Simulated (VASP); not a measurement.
A run of VASP 6.6.1 is set up as follows.

File POSCAR:

```
LiH3O2
1.0
    4.0913407876      0.0000000000      0.0000000000
   -2.0456703938      3.5432050576      0.0000000000
    0.0000000000      0.0000000000      2.3558998701
Li H O
1 3 2
Direct
    0.0000000000      0.0000000000      0.0000000000
    0.5000000000      0.0000000000      0.5000000000
    0.5000000000      0.5000000000      0.5000000000
    0.0000000000      0.5000000000      0.5000000000
    0.3333333333      0.6666666667      0.0000000000
    0.6666666667      0.3333333333      0.0000000000
```

File INCAR.step1:

```
SYSTEM = LiH3O2
ALGO = Normal
EDIFF = 1E-4
ENCUT = 520
GGA = PE
ISMEAR = 0
LASPH = .TRUE.
LCHARG = .FALSE.
LREAL = .FALSE.
LWAVE = .TRUE.
NBANDS = 18
NELM = 100
PREC = Accurate
SIGMA = 0.1
```

INCAR.step2

```
SYSTEM = LiH3O2
ALGO = Normal
EDIFF = 1E-7
ENCUT = 520
ISIF = 2
ISMEAR = 0
ISTART = 1
LASPH = .TRUE.
LCHARG = .FALSE.
LMIXTAU = .TRUE.
LREAL = .FALSE.
LWAVE = .FALSE.
METAGGA = R2SCAN
NBANDS = 18
NELM = 100
PREC = Accurate
SIGMA = 0.1
```

File KPOINTS:

```
k-points
0
G
  12 12 16
  0 0 0
```

Potentials or basis: VASP PAW PBE potentials, release 64 (Li_sv, H, O).

Command:

```console
$ cat potpaw_PBE.64/Li_sv/POTCAR potpaw_PBE.64/H/POTCAR potpaw_PBE.64/O/POTCAR > POTCAR
$ cp INCAR.step1 INCAR
$ mpirun -np 1 vasp_std > vasp.out
$ cp INCAR.step2 INCAR
$ mpirun -np 1 vasp_std > vasp.out
```

**Question.** Estimate the band gap on the k mesh.

**Answer.** Zero (bands 9 and 10 overlap by 0.40 eV).
